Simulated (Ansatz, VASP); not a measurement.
# P in VASP and in Ansatz

The input INCAR:

```
PREC     = Accurate       # precision mode
ENCUT    = 520            # plane-wave cutoff, eV
EDIFF    = 1E-6           # SCF threshold, eV
ISMEAR   = 0              # smearing method
SIGMA    = 0.15           # smearing width, eV
LREAL    = False          # projectors in reciprocal space
LASPH    = True           # aspherical terms in the spheres
NELM     = 60             # most SCF steps
ALGO     = Normal         # electronic algorithm
ISIF     = 2              # what is computed and relaxed
LWAVE    = False          # write WAVECAR
LCHARG   = False          # write CHGCAR
GGA      = PS             # functional
IVDW     = 12             # dispersion correction
NBANDS   = 8              # bands
```

Contents of KPOINTS:

```
regular mesh
0
Gamma
  28 28 28
```

POSCAR

```
P
1.0
    2.3904808287      0.0000000000      0.0000000000
    0.0000000000      2.3904808287      0.0000000000
    0.0000000000      0.0000000000      2.3906484192
P
1
Direct
    0.0000000000      0.0000000000      0.0000000000
```

Input for Ansatz:

```yaml
crystal:
  lattice:
    - [2.3904808287, 0.0, 0.0]
    - [0.0, 2.3904808287, 0.0]
    - [0.0, 0.0, 2.3906484192]
  atoms:
    - { symbol: P, position: [0.0, 0.0, 0.0] }
basis:
  ecutwfc: 420
kpoints:
  mp_grid: { grid: [28, 28, 28] }
hamiltonian:
  xc: pbesol
  dispersion: d3bj
scf:
  occupations: { method: gaussian, width: 0.15 }
output:
  forces: true
  stress: true
  eigenvalues: true
```

Alike in both runs: task single point; functional PBEsol; dispersion D3(BJ); k mesh 28 × 28 × 28; occupations gaussian, width 0.15 eV; no spin polarisation.

```csv
,VASP,Ansatz
version,VASP 6.6.1,Ansatz 0.2.0
potentials or method,"VASP PAW PBE potentials, release 64 (P), cutoff 520 eV","scalar-relativistic, plane waves, PAW"
valence electrons in the cell,5,5
```

|  | VASP | Ansatz | Ansatz less VASP |
| --- | --- | --- | --- |
| gap on the k mesh at the Fermi level (eV) | none | none | - |
| pressure (GPa) | 0.2 | 0.1 | -0.10 |

VASP's potentials were made for PBE, not for PBEsol. A gap of «none» marks a metal or a gap that the smearing closes.
